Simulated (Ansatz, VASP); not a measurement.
**One calculation of HfO2, two programs**

```
Hf O
1.0
     3.42409    0.00000    0.00000
     0.00000    3.42409    0.00000
     0.00000    0.00000    5.52717
Hf O
2 4
Direct
  0.50000 0.50000 0.50000
  0.00000 0.00000 0.00000
  0.00000 0.50000 0.69325
  0.50000 0.00000 0.80675
  0.50000 0.00000 0.30675
  0.00000 0.50000 0.19325
```

Change from the starting cell: strain -0.050 along x and y, +0.050 along z, atoms carried along.

Alike in both runs: task single point; functional PBE; k mesh 6 × 6 × 4; occupations gaussian, width 0.05 eV; no spin polarisation.

|  | VASP | Ansatz |
| --- | --- | --- |
| version | VASP 6.6.1 | Ansatz 0.2.0 |
| potentials or method | VASP PAW PBE potentials, release 64 (Hf_pv, O), cutoff 520 eV | scalar-relativistic, plane waves, PAW |
| valence electrons in the cell | 44 | 76 |

```tsv
	VASP	Ansatz	Ansatz less VASP
gap on the k mesh at the Fermi level (eV)	4.58	4.60	+0.020
least direct gap on the mesh (eV)	4.62	4.63	+0.017
pressure (GPa)	13.8	17.1	+3.33
traceless stress, the component that is largest in VASP (GPa)	-23.09	-22.67	+0.417
rms of the force components (eV/Å)	0.087	0.062	-0.0252
```

Atom by atom the forces differ by 0.025 eV/Å (rms over components). VASP's potentials hold 44 valence electrons a cell and Ansatz's 76, so a difference there can come from the potentials and not from the codes.

Spin-orbit coupling is off throughout.
